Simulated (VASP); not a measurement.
SiGe5:

```
Si Ge
1.0
     5.14950    0.00000    0.00000
    -2.57475    4.45960    0.00000
     0.00000    0.00000    4.86041
Si Ge
1 5
Direct
  0.00000 0.00000 0.00000
  0.33333 0.66667 0.00000
  0.66667 0.33333 0.00000
  0.66667 0.66667 0.50000
  0.33333 0.00000 0.50000
  0.00000 0.33333 0.50000
```

| Property | Result |
| --- | --- |
| Program | VASP 6.6.1 |
| Task | relaxation of cell and atoms |
| Functional | PBE |
| Potentials or basis | VASP PAW PBE potentials, release 64 (Si, Ge_d) |
| Cutoff | 600 eV |
| k mesh | 12 × 12 × 8 |
| Occupations | gaussian, width 0.1 eV |
| Spin | no spin polarisation |

At the start: pressure 0.2 GPa; volume 18.60 Å³/atom.

Q: Where does the relaxation end?

A: Over 9 steps the energy falls by 6.5 meV/atom and the volume is 18.70 Å³/atom (+0.5 %); space group P-62m (No. 189, to 0.1 Å) before and after.

Step by step:
| step | energy change (eV) | largest force (eV/Å) | pressure (GPa) | volume (Å³) |
| --- | --- | --- | --- | --- |
| 1 | 0.0000 | 0.1824 | 0.23 | 111.62 |
| 2 | -0.0157 | 0.1366 | 0.17 | 112.04 |
| 3 | -0.0367 | 0.0155 | -0.71 | 113.26 |
| 4 | -0.0359 | 0.0640 | 0.81 | 111.37 |
| 5 | -0.0387 | 0.0368 | -0.05 | 112.33 |
| 6 | -0.0387 | 0.0343 | -0.11 | 112.38 |
| 7 | -0.0387 | 0.0405 | -0.02 | 112.36 |
| 8 | -0.0390 | 0.0196 | -0.06 | 112.28 |
| 9 | -0.0391 | 0.0081 | -0.02 | 112.22 |

Final structure:
```
Si Ge
1.0
     5.07471    0.00000    0.00000
    -2.53735    4.39482    0.00000
     0.00000    0.00000    5.03174
Si Ge
1 5
Direct
  0.00000 0.00000 0.00000
  0.33333 0.66667 0.00000
  0.66667 0.33333 0.00000
  0.67300 0.67300 0.50000
  0.32700 0.00000 0.50000
  0.00000 0.32700 0.50000
```
